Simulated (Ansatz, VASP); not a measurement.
One calculation of Pb, two programs

The input POSCAR:

```
Pb
1.0
    0.0000000000      2.4914113386      2.4914113386
    2.4914113386      0.0000000000      2.4914113386
    2.4914113386      2.4914113386      0.0000000000
Pb
1
Direct
    0.0000000000      0.0000000000      0.0000000000
```

Contents of INCAR.step1:

```
SYSTEM = Pb
PREC = Accurate ; ENCUT = 520
EDIFF = 1E-5 ; ISMEAR = -1
SIGMA = 0.05 ; LREAL = .FALSE.
LASPH = .TRUE. ; NELM = 100
ALGO = Normal ; ISIF = 2
LWAVE = .TRUE. ; LCHARG = .FALSE.
GGA = PE ; NBANDS = 13
```

Contents of INCAR.step2:

```
SYSTEM = Pb
PREC = Accurate ; ENCUT = 520
EDIFF = 1E-6 ; ISMEAR = -1
SIGMA = 0.05 ; LREAL = .FALSE.
LASPH = .TRUE. ; NELM = 100
ALGO = Normal ; ISIF = 2
LWAVE = .FALSE. ; LCHARG = .FALSE.
GGA = PE ; LHFCALC = .TRUE.
AEXX = 0.25 ; PRECFOCK = Normal
ISTART = 1 ; NBANDS = 13
```

The input KPOINTS:

```
Automatic mesh
0
G
  6 6 6
  0 0 0
```

input

```
crystal:
  lattice:
    - [0.0, 2.4914113386, 2.4914113386]
    - [2.4914113386, 0.0, 2.4914113386]
    - [2.4914113386, 2.4914113386, 0.0]
  atoms:
    - { symbol: Pb, position: [0.0, 0.0, 0.0] }
hamiltonian:
  xc: pbe0
  pseudopotentials: { kind: paw }
kpoints:
  mp_grid: { grid: [6, 6, 6] }
scf:
  occupations: { method: fermi_dirac, width: 0.05 }
output:
  forces: true
  stress: true
  eigenvalues: true
```

Alike in both runs: task single point; functional PBE0; k mesh 6 × 6 × 6; occupations fermi-dirac, width 0.05 eV; no spin polarisation.

|  | VASP | Ansatz |
| --- | --- | --- |
| version | VASP 6.6.1 | Ansatz 0.2.0 |
| potentials or method | VASP PAW PBE potentials, release 64 (Pb_d) | Ansatz PAW |
| plane-wave cutoff (eV) | 520 | 420 |
| valence electrons in the cell | 14 | 14 |

```tsv
	VASP	Ansatz	Ansatz less VASP
gap on the k mesh at the Fermi level (eV)	none	none	-
pressure (GPa)	0.7	0.9	+0.15
```

A gap of «none» marks a metal or a gap that the smearing closes.

The k mesh is coarse, so the values compare programs but aren't converged. Spin-orbit coupling is off throughout.
